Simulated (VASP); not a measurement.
# Ag (Fm-3m) in VASP: settings compared

Aim: see how the results for Ag move with the level of theory and the settings. Levels: PBEsol, PBE+D4, PBEsol+D3(BJ), LDA. Tasks: single point, relaxation of cell and atoms.

All numbers are computed with VASP 6.6.1; they aren't measurements. Logs are shortened: lines on timing, memory, paths and dates and some standing lists are left out, and cuts for length are marked.

### 1 The cell of the first run

It takes space group Fm-3m (No. 225, cubic). The conventional cell has a = 4.050 Å, b = 4.050 Å, c = 4.050 Å, α = 90.00°, β = 90.00°, γ = 90.00°. Within 3.8 Å of Ag (site symmetry m-3m) lie 12 Ag at 2.86 Å.

### 2 Single point, PBEsol

Contents of INCAR:

```
PREC = Accurate
ENCUT = 520
EDIFF = 1E-6
ISMEAR = -1
SIGMA = 0.05
LREAL = False
LASPH = True
NELM = 80
ALGO = Normal
ISIF = 2
LWAVE = False
LCHARG = False
GGA = PS
NBANDS = 12
```

Contents of KPOINTS:

```
Automatic mesh
0
Gamma
  11 11 11
```

Contents of POSCAR:

```
Ag
1.0
    0.0000000000      2.0249883517      2.0249883517
    2.0249883517      0.0000000000      2.0249883517
    2.0249883517      2.0249883517      0.0000000000
Ag
1
Direct
    0.0000000000      0.0000000000      0.0000000000
```

Potentials or basis: VASP PAW PBE potentials, release 64 (Ag).

Started as:

```
cat potpaw_PBE.64/Ag/POTCAR > POTCAR
mpirun -np 1 vasp_std > vasp.out
```

OUTCAR:

```text
PREC = Accurate
   ENCUT = 520
   EDIFF = 1E-6
   ISMEAR = -1
   LREAL = False
   LASPH = True
   NELM = 80
   ISIF = 2
   GGA = PS

 ion  position               nearest neighbor table
   1  0.000  0.000  0.000-

  LATTYP: Found a face centered cubic cell.
 ALAT       =     4.0499767034

  Lattice vectors:

 A1 = (   0.0000000000,   2.0249883517,   2.0249883517)
 A2 = (   2.0249883517,   0.0000000000,   2.0249883517)
 A3 = (   2.0249883517,   2.0249883517,   0.0000000000)

Analysis of symmetry for initial positions (statically):
=====================================================================
 Subroutine PRICEL returns:
 Original cell was already a primitive cell.

 Routine SETGRP: Setting up the symmetry group for a
 face centered cubic supercell.

 Subroutine GETGRP returns: Found 48 space group operations
 (whereof 48 operations were pure point group operations)
 out of a pool of 48 trial point group operations.

The static configuration has the point symmetry O_h .

Analysis of symmetry for dynamics (positions and initial velocities):
=====================================================================
 Subroutine PRICEL returns:
 Original cell was already a primitive cell.

 Routine SETGRP: Setting up the symmetry group for a
 face centered cubic supercell.

 Subroutine GETGRP returns: Found 48 space group operations
 (whereof 48 operations were pure point group operations)
 out of a pool of 48 trial point group operations.

The dynamic configuration has the point symmetry O_h .

 Subroutine INISYM returns: Found 48 space group operations
 (whereof 48 operations are pure point group operations),
 and found     1 'primitive' translations

----------------------------------------------------------------------------------------

                                     Primitive cell

  volume of cell :      16.6072

  direct lattice vectors                    reciprocal lattice vectors
     0.000000000  2.024988352  2.024988352    -0.246915001  0.246915001  0.246915001
     2.024988352  0.000000000  2.024988352     0.246915001 -0.246915001  0.246915001
     2.024988352  2.024988352  0.000000000     0.246915001  0.246915001 -0.246915001

  length of vectors
     2.863765991  2.863765991  2.863765991     0.427669326  0.427669326  0.427669326

  position of ions in fractional coordinates (direct lattice)
     0.000000000  0.000000000  0.000000000

  ion indices of the primitive-cell ions
   primitive index   ion index
                 1           1

----------------------------------------------------------------------------------------

 KPOINTS: Automatic mesh

Automatic generation of k-mesh.
 Grid dimensions read from file:
 generate k-points for:   11   11   11

 Generating k-lattice:

  Cartesian coordinates                     Fractional coordinates (reciprocal lattice)
    -0.022446818  0.022446818  0.022446818     0.090909091  0.000000000  0.000000000
     0.022446818 -0.022446818  0.022446818     0.000000000  0.090909091  0.000000000
     0.022446818  0.022446818 -0.022446818     0.000000000  0.000000000  0.090909091

  Length of vectors
     0.038879030  0.038879030  0.038879030

  Shift w.r.t. Gamma in fractional coordinates (k-lattice)
     0.000000000  0.000000000  0.000000000

 Subroutine IBZKPT returns following result:
 ===========================================

 Found     56 irreducible k-points:

 Following reciprocal coordinates:
            Coordinates               Weight
  0.000000  0.000000  0.000000      1.000000
  0.090909  0.000000  0.000000      8.000000
  0.181818  0.000000  0.000000      8.000000
  0.272727  0.000000  0.000000      8.000000
  0.363636  0.000000  0.000000      8.000000
  0.454545  0.000000  0.000000      8.000000
[... 16 lines left out ...]
 -0.272727  0.181818  0.000000     24.000000
 -0.181818  0.181818  0.000000     12.000000
 [... further k-points ...]
   k-points           NKPTS =     56   k-points in BZ     NKDIM =     56   number of bands    NBANDS=     12
   number of dos      NEDOS =    301   number of ions     NIONS =      1
   total plane-waves  NPLWV =  13824
   dimension x,y,z NGX =    24 NGY =   24 NGZ =   24
   dimension x,y,z NGXF=    48 NGYF=   48 NGZF=   48
   ions per type =               1
   NGX,Y,Z   is equivalent  to a cutoff of  13.93, 13.93, 13.93 a.u.
   NGXF,Y,Z  is equivalent  to a cutoff of  27.86, 27.86, 27.86 a.u.
 SYSTEM =  unknown system
   PREC   = accura    normal or accurate (medium, high low for compatibility)
   ISTART =      0    job   : 0-new  1-cont  2-samecut
   ICHARG =      2    charge: 1-file 2-atom 10-const
   ISPIN  =      1    spin polarized calculation?
   LNONCOLLINEAR =      F non collinear calculations
   LSORBIT =      F    spin-orbit coupling
   LASPH  =      T    aspherical Exc in radial PAW
   ENCUT  =  520.0 eV  38.22 Ry    6.18 a.u.   5.32  5.32  5.32*2*pi/ulx,y,z
   NELM   =     80;   NELMIN=  2; NELMDL= -5     # of ELM steps
   EDIFF  = 0.1E-05   stopping-criterion for ELM
   LREAL  =      F    real-space projection
   EDIFFG = 0.1E-04   stopping-criterion for IOM
   NSW    =      0    number of steps for IOM
   IBRION =     -1    ionic relax: 0-MD 1-quasi-New 2-CG
   NFREE  =      0    steps in history (QN), initial steepest desc. (CG)
   ISIF   =      2    stress and relaxation
   ISYM   =      2    0-nonsym 1-usesym 2-fastsym
   POTIM  = 0.5000    time-step for ionic-motion
   TEBEG  =    0.0;   TEEND  =   0.0 temperature during run
   PSTRESS=    0.0 pullay stress
   NELECT =      11.0000    total number of electrons
   NUPDOWN=      -1.0000    fix difference up-down
   EMIN   =  10.00;   EMAX   =-10.00  energy-range for DOS
   EFERMI =   0.00;   METHOD = LEGACY
   ISMEAR =    -1;   SIGMA  =   0.05  broadening in eV -4-tet -1-fermi 0-gaus
   EFERMI_NEDOS =   21; number of points for ismear=-14 and -15
   IALGO  =     38    algorithm
   IMIX   =      4    mixing-type and parameters
     AMIX     =   0.40;   BMIX     =  1.00
     AMIX_MAG =   1.60;   BMIX_MAG =  1.00
  volume/ion in A,a.u.               =      16.61       112.07
  Fermi-wavevector in a.u.,A,eV,Ry     =   1.427052  2.696738 27.707966  2.036478
  Thomas-Fermi vector in A             =   2.547263
   LORBIT       =      0    0 simple, 1 ext, 2 COOP (PROOUT), +10 PAW based schemes
   GGA     = PS    functional components
   LHFCALC =     F    Hartree Fock is set to
   AEXX    =    0.0000 exact exchange contribution
   IVDW    =     0    specifies the selected vdW correction
   LEPSILON=     F    determine dielectric tensor
   LRPA    =     F    only Hartree local field effects (RPA)
 non-spin polarized calculation
  energy-cutoff  :      520.00
  volume of cell :       16.61
 maximum number of plane-waves:       459
 NGX is ok and might be reduce to    24
   NGX = 11   NGY = 11   NGZ = 11

 number of electron      11.0000001 magnetization

 Free energy of the ion-electron system (eV)
  ---------------------------------------------------
  ext. energy  EPLUGINS =         0.00000000
  ---------------------------------------------------
  free energy    TOTEN  =        -3.31409409 eV

  energy without entropy =       -3.31185683  energy(sigma->0) =       -3.31297546

 E-fermi :   8.7935     XC(G=0): -12.5715

 val. band max:        8.7336229082   @ k =  -0.4545   0.0909   0.0000
 cond. band min:       8.8534616468   @ k =   0.4545   0.3636   0.0000
 fundamental gap:      0.1198387386
 Fermi energy:         8.7934836955

 k-point     1 :       0.0000    0.0000    0.0000
  band No.  band energies     occupation
      1       0.5746      2.00000
      2       3.7265      2.00000
      3       3.7265      2.00000
      4       3.7265      2.00000
      5       4.8225      2.00000
      6       4.8225      2.00000
      7      24.6427      0.00000
      8      28.3710      0.00000
      9      28.3710      0.00000
     10      28.3710      0.00000
     11      33.2591      0.00000
     12      34.5577      0.00000

 k-point     2 :       0.0909    0.0000    0.0000
  band No.  band energies     occupation
      1       0.8356      2.00000
      2       3.6671      2.00000
      3       3.7983      2.00000
      4       3.7983      2.00000
      5       4.7966      2.00000
      6       4.7966      2.00000
      7      24.6429      0.00000
      8      26.5678      0.00000
      9      28.4953      0.00000
     10      28.4953      0.00000
     11      32.9343      0.00000
     12      34.1796      0.00000

 k-point     3 :       0.1818    0.0000    0.0000
  band No.  band energies     occupation
      1       1.5184      2.00000
      2       3.6201      2.00000
      3       3.9273      2.00000
      4       3.9273      2.00000
      5       4.8049      2.00000
      6       4.8049      2.00000
      7      22.5194      0.00000
      8      25.5518      0.00000
      9      28.6863      0.00000
     10      28.6863      0.00000
     11      31.6662      0.00000
     12      33.0106      0.00000

 k-point     4 :       0.2727    0.0000    0.0000
  band No.  band energies     occupation
      1       2.0932      2.00000
      2       3.9193      2.00000
      3       3.9193      2.00000
      4       4.1753      2.00000
      5       5.0270      2.00000
      6       5.0270      2.00000
      7      19.0209      0.00000
      8      25.1172      0.00000
      9      28.3935      0.00000
     10      28.3935      0.00000
     11      31.9722      0.00000
     12      31.9778      0.00000

 k-point     5 :       0.3636    0.0000    0.0000
  band No.  band energies     occupation
      1       2.1297      2.00000
      2       3.8036      2.00000
      3       3.8036      2.00000
      4       5.3776      2.00000
      5       5.3776      2.00000
      6       5.7668      2.00000
      7      15.6050      0.00000
      8      24.4029      0.00000
      9      27.4857      0.00000
     10      27.4857      0.00000
     11      31.7402      0.00000
     12      31.7402      0.00000

 k-point     6 :       0.4545    0.0000    0.0000
  band No.  band energies     occupation
      1       2.0499      2.00000
      2       3.7159      2.00000
      3       3.7159      2.00000
      4       5.6244      2.00000
      5       5.6244      2.00000
      6       7.6483      2.00000
      7      12.8587      0.00000
      8      23.9418      0.00000
      9      26.7826      0.00000
     10      26.7826      0.00000
     11      31.7900      0.00000
     12      31.7900      0.00000

 k-point     7 :       0.0909    0.0909    0.0000
  band No.  band energies     occupation
      1       0.9232      2.00000
      2       3.5852      2.00000
      3       3.8576      2.00000
      4       3.8576      2.00000
      5       4.6845      2.00000
      6       4.8831      2.00000
      7      24.7958      0.00000
      8      27.2260      0.00000
      9      27.5705      0.00000
     10      27.5705      0.00000
     11      34.0436      0.00000
     12      34.0436      0.00000

 k-point     8 :       0.1818    0.0909    0.0000
  band No.  band energies     occupation
      1       1.4783      2.00000
      2       3.4475      2.00000
      3       4.0033      2.00000
      4       4.0098      2.00000
      5       4.6100      2.00000
      6       4.9504      2.00000
      7      23.7845      0.00000
      8      25.4794      0.00000
      9      26.8406      0.00000
     10      28.4324      0.00000
     11      31.8779      0.00000
     12      33.8383      0.00000
[... 166 lines left out ...]
 k-point    20 :       0.4545    0.1818    0.0000
  band No.  band energies     occupation
      1       2.5061      2.00000
      2       3.4411      2.00000
      3       4.1195      2.00000
      4       4.2656      2.00000
      5       5.6887      2.00000
      6       8.1855      1.99999
      7      15.0818      0.00000
      8      22.4721      0.00000
      9      23.6133      0.00000
     10      25.3933      0.00000
     11      34.1852      0.00000
     12      34.3452      0.00000

 k-point    21 :      -0.4545    0.1818    0.0000
  band No.  band energies     occupation
      1       2.5163      2.00000
      2       3.4023      2.00000
      3       4.1731      2.00000
      4       4.4076      2.00000
      5       5.6250      2.00000
      6      10.1514      0.00000
      7      12.6073      0.00000
      8      21.3638      0.00000
      9      24.2940      0.00000
     10      25.1175      0.00000
     11      33.9121      0.00000
     12      33.9360      0.00000

 k-point    22 :      -0.3636    0.1818    0.0000
  band No.  band energies     occupation
      1       2.6290      2.00000
      2       3.4587      2.00000
      3       4.1582      2.00000
      4       4.3618      2.00000
      5       5.3010      2.00000
      6       9.0196      0.02150
      7      14.1966      0.00000
      8      20.7140      0.00000
      9      25.3124      0.00000
     10      25.7254      0.00000
     11      32.7626      0.00000
     12      33.6900      0.00000

 k-point    23 :      -0.2727    0.1818    0.0000
  band No.  band energies     occupation
      1       2.8078      2.00000
      2       3.5336      2.00000
      3       3.9576      2.00000
      4       4.2382      2.00000
      5       4.8355      2.00000
      6       7.2423      2.00000
      7      17.4004      0.00000
      8      20.5948      0.00000
      9      26.0756      0.00000
     10      27.7608      0.00000
     11      30.9558      0.00000
     12      33.6579      0.00000

 k-point    24 :      -0.1818    0.1818    0.0000
  band No.  band energies     occupation
      1       2.6801      2.00000
      2       3.2968      2.00000
      3       3.9403      2.00000
      4       4.3722      2.00000
      5       4.4079      2.00000
      6       5.9844      2.00000
      7      20.6882      0.00000
      8      21.1275      0.00000
      9      27.3828      0.00000
     10      29.1750      0.00000
     11      30.0245      0.00000
     12      33.6266      0.00000

 [... further k-points ...]
[... 5 lines left out ...]
  --------------------------------------------------------------------------------------
  -------------------------------------------------------------------------------------
  Total       -0.0223444     -0.0223444     -0.0223444     -0.0000000      0.0000000      0.0000000
  in kB       -2.1556695     -2.1556695     -2.1556695     -0.0000000      0.0000000      0.0000000
  external PRESSURE =      -2.1556695 kB  Pullay stress =       0.0000000 kB

 VOLUME and BASIS-vectors are now :
 -----------------------------------------------------------------------------
  energy-cutoff  :      520.00
  volume of cell :       16.61
      direct lattice vectors                 reciprocal lattice vectors
     0.000000000  2.024988352  2.024988352    -0.246915001  0.246915001  0.246915001
     2.024988352  0.000000000  2.024988352     0.246915001 -0.246915001  0.246915001
     2.024988352  2.024988352  0.000000000     0.246915001  0.246915001 -0.246915001

 POSITION                                       TOTAL-FORCE (eV/Angst)
 -----------------------------------------------------------------------------------
      0.00000      0.00000      0.00000        -0.000000     -0.000000      0.000000
 -----------------------------------------------------------------------------------
    total drift:                               -0.000000     -0.000000     -0.000000

  FREE ENERGIE OF THE ION-ELECTRON SYSTEM (eV)
  ---------------------------------------------------
  free  energy   TOTEN  =        -3.3140940922 eV

  energy  without entropy=       -3.3118568280  energy(sigma->0) =       -3.31297546
```

Wall time 5.6 s (1 thread of AMD EPYC 9R45 (Zen 5), shared host); peak memory 0.11 GiB.

What came out:

| Item | Value |
| --- | --- |
| Free energy | -3.3141 eV |
| Pressure | -0.2 GPa |

Levels at points of the mesh, in eV from the Fermi level:
| k point | band 4 | band 5 | band 6 | band 7 | band 8 | band 9 |
| --- | --- | --- | --- | --- | --- | --- |
| (0.00, 0.00, 0.00) | -5.07 | -3.97 | -3.97 | 15.85 | 19.58 | 19.58 |

Caveat: the PAW data sets were made with another functional, which shifts forces and pressure a little.

### 3 Relaxation of cell and atoms, PBE+D4

This run uses another cell than the first one, of 17.05 Å³/atom, 1.027 times its volume.

Contents of INCAR:

```
ALGO     = Normal         # electronic algorithm
EDIFF    = 1E-7           # SCF threshold, eV
EDIFFG   = -0.005         # ionic threshold
ENCUT    = 600            # plane-wave cutoff, eV
GGA      = PE             # functional
IBRION   = 2              # ionic algorithm
ISIF     = 3              # what is computed and relaxed
ISMEAR   = -1             # smearing method
IVDW     = 13             # dispersion correction
LASPH    = T              # aspherical terms in the spheres
LCHARG   = F              # write CHGCAR
LREAL    = F              # projectors in reciprocal space
LWAVE    = F              # write WAVECAR
NELM     = 100            # most SCF steps
NSW      = 80             # ionic steps
PREC     = Accurate       # precision mode
SIGMA    = 0.05           # smearing width, eV
```

Contents of KPOINTS:

```
k-points
0
Gamma
  11 11 11
```

Contents of POSCAR:

```
Ag
1.0
    0.0000000000      2.0427500000      2.0427500000
    2.0427500000      0.0000000000      2.0427500000
    2.0427500000      2.0427500000      0.0000000000
Ag
1
Direct
    0.0000000000      0.0000000000      0.0000000000
```

Potentials or basis: VASP PAW PBE potentials, release 64 (Ag).

Started as:

```
cat potpaw_PBE.64/Ag/POTCAR > POTCAR
mpirun -np 1 vasp_std > vasp.out
```

It took 11 s on 1 thread of AMD EPYC 9R45 (Zen 5), shared host; peak memory 0.12 GiB.

Results (log left out):

```
Free energy                            : -3.2787 eV
Relaxed volume                         : 16.93 Å³/atom
Relaxed cell                           : a = 2.882 Å, b = 2.882 Å, c = 2.882 Å, α = 60.00°, β = 60.00°, γ = 60.00°
Space group after relaxing (to 0.05 Å) : Fm-3m (No. 225)
Energy gained by relaxing              : 0.3 meV/atom
Ionic steps                            : 3
Pressure after relaxing                : 0.0 GPa
Dispersion energy per atom             : -0.572 eV
```

The path:
```csv
step,energy change (eV),largest force (eV/Å),pressure (GPa),volume (Å³)
1,0.0000,0.0000,-0.74,17.05
2,-0.0002,0.0000,0.51,16.85
3,-0.0003,0.0000,0.02,16.93
```

Final structure:
```
Ag
1.0
     0.00000    2.03797    2.03797
     2.03797    0.00000    2.03797
     2.03797    2.03797    0.00000
Ag
1
Cartesian
  0.0000 0.0000 0.0000
```

Levels at points of the mesh, in eV from the Fermi level:
| k point | band 3 | band 4 | band 5 | band 6 | band 7 | band 8 | band 9 |
| --- | --- | --- | --- | --- | --- | --- | --- |
| (0.00, 0.00, 0.00) | -5.08 | -5.08 | -4.04 | -4.04 | 15.80 | 19.42 | 19.42 |

Caveat: pairwise dispersion overbinds metals, which lowers pressure and volume.

(Continued in part 2 of 2.)
